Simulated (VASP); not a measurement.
# AlPt: single point with r2SCAN

Crystal: AlPt.

```
Al Pt
1.0
     3.09155    0.11593    0.00000
     0.11593    3.09155    0.00000
     0.00000    0.00000    3.09155
Al Pt
1 1
Direct
  0.00000 0.00000 0.00000
  0.50000 0.50000 0.50000
```

This cell differs from its parent crystal: strain +0.0750 x Voigt [0, 0, 0, 0, 0, 1].

```yaml
Program: VASP 6.6.1
Task: single point
Functional: r2SCAN
Potentials_or_basis: VASP PAW PBE potentials, release 64 (Al, Pt)
Cutoff: 520 eV
k_mesh: 16 × 16 × 16
Occupations: gaussian, width 0.15 eV
Spin: no spin polarisation
Dipole_correction: no
Further_INCAR_settings: ALGO = Normal; EDIFF = 1e-06; NBANDS = 14
```

| Property | Result |
| --- | --- |
| Pressure | -3.8 GPa |

Stress tensor (GPa, compression positive):
```
-3.80 -6.13  0.00
-6.13 -3.80  0.00
 0.00  0.00 -3.76
```

Levels at points of the mesh, in eV from the Fermi level:
```
           k point  band 5  band 6  band 7  band 8  band 9  band 10
(0.00, 0.00, 0.00)   -2.82   -2.60    4.04    4.17    4.42     9.50
(0.50, 0.00, 0.00)   -4.21   -2.57   -0.96    6.30    8.96     9.05
(0.50, 0.50, 0.00)   -3.75   -2.77   -1.53    0.96    3.99     9.12
(0.00, 0.00, 0.50)   -4.00   -2.61   -0.97    6.48    9.08     9.10
(0.50, 0.00, 0.50)   -3.29   -3.28   -1.50    1.04    3.83     8.92
(0.50, 0.50, 0.50)   -1.42    0.73    1.38    2.34    2.46     4.72
```

Run time: 8.5 min on 1 thread of AMD EPYC 9R45 96-Core Processor (Zen 5), with other jobs on the host, peak memory 0.35 GiB.

Caveat: the cell differs from its parent crystal (strain +0.0750 x Voigt [0, 0, 0, 0, 0, 1]); the PAW data sets were made with another functional, which shifts forces and pressure a little; spin-orbit coupling is left out, which moves the levels of the heavy elements.
